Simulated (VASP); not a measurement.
Al, 1 atom in the cell. Symmetry: Immm, No. 71, orthorhombic system. The conventional cell has a = 2.833 Å, b = 2.896 Å, c = 4.029 Å, α = 90.00°, β = 90.00°, γ = 90.00°. Within 3.7 Å of Al (site symmetry mmm) lie 12 Al at 2.83 to 2.90 Å. 

- Program: VASP 6.6.1
- Task: single point
- Functional: PBE
- Potentials or basis: VASP PAW PBE potentials, release 64 (Al)
- Cutoff: 520 eV
- k mesh: 8 × 8 × 8
- Occupations: gaussian, width 0.1 eV
- Spin: no spin polarisation
- Dipole correction: no
- Further INCAR settings: ALGO = Normal; EDIFF = 1e-06; NBANDS = 8

Potentials or basis: VASP PAW PBE potentials, release 64 (Al).

Command:

```sh
$ cat potpaw_PBE.64/Al/POTCAR > POTCAR
$ mpirun -np 1 vasp_std > vasp.out
```

Hardware: 1 thread of Intel(R) Xeon(R) Platinum 8488C (Sapphire Rapids) (shared host).

How long does it take, and how much memory?

It took 5.4 s on 1 thread of Intel(R) Xeon(R) Platinum 8488C (Sapphire Rapids), with other jobs on the host, peak memory 0.13 GiB. Counts: scf iterations 10, k points 95.
